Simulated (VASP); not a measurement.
CdS (Greenockite):

```
Cd S
1.0
     4.15000    0.00000    0.00000
    -2.07500    3.59401    0.00000
     0.00000    0.00000    6.73700
Cd S
2 2
Cartesian
  0.0000 2.3960 0.0000
  2.0750 1.1980 3.3685
  0.0000 2.3960 2.5264
  2.0750 1.1980 5.8949
```

| Property | Result |
| --- | --- |
| Program | VASP 6.6.1 |
| Task | relaxation of cell and atoms |
| Functional | PBE |
| Potentials or basis | VASP PAW PBE potentials, release 64 (Cd, S) |
| Cutoff | 600 eV |
| k mesh | 6 × 6 × 4 |
| Occupations | gaussian, width 0.01 eV |
| Spin | no spin polarisation |

At the start: pressure 2.4 GPa; volume 25.12 Å³/atom.

Problem. Where does the relaxation end?

Solution. Over 5 steps the energy falls by 7.7 meV/atom and the volume is 26.14 Å³/atom (+4.1 %); space group P6_3mc (No. 186, to 0.05 Å).

Step by step:
| step | energy change (eV) | largest force (eV/Å) | pressure (GPa) | volume (Å³) |
| --- | --- | --- | --- | --- |
| 1 | 0.0000 | 0.0686 | 2.38 | 100.48 |
| 2 | -0.0280 | 0.0023 | -0.66 | 106.02 |
| 3 | -0.0308 | 0.0149 | -0.01 | 104.67 |
| 4 | -0.0308 | 0.0160 | 0.00 | 104.58 |
| 5 | -0.0308 | 0.0077 | 0.05 | 104.57 |

Final structure:
```xyz
4
Lattice="4.2001 0.0000 0.0000 -2.1000 3.6374 0.0000 0.0000 0.0000 6.8447" Properties=species:S:1:pos:R:3 pbc="T T T"
Cd    0.0000    2.4249    6.8414
Cd    2.1000    1.2125    3.4191
S     0.0000    2.4249    2.5700
S     2.1000    1.2125    5.9923
```
